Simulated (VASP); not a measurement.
Crystal: In.

```
CELL_PARAMETERS angstrom
-1.37223 1.37223 1.37223
1.37223 -1.37223 1.37223
1.37223 1.37223 -1.37223
ATOMIC_POSITIONS crystal
In 0.00000 0.00000 0.00000
```

This cell differs from its parent crystal: volume scaled by 0.4.

Base run:

* Program: VASP 6.6.1
* Functional: PBEsol
* Potentials or basis: VASP PAW PBE potentials, release 64 (In_d)
* Cutoff: 520 eV
* k mesh: 16 × 16 × 16
* Occupations: fermi-dirac, width 0.1 eV
* Spin: no spin polarisation

Its results: pressure 413.4 GPa.

Question: The run is repeated on the same cell with these changes: further incar settings from ALGO = Normal; EDIFF = 1e-06; NBANDS = 12 to ALGO = Normal; EDIFF = 1e-07; NBANDS = 12. What comes out?

Answer: Pressure 414.0 GPa.

Caveats: the PAW data sets were made with another functional, which shifts forces and pressure a little.
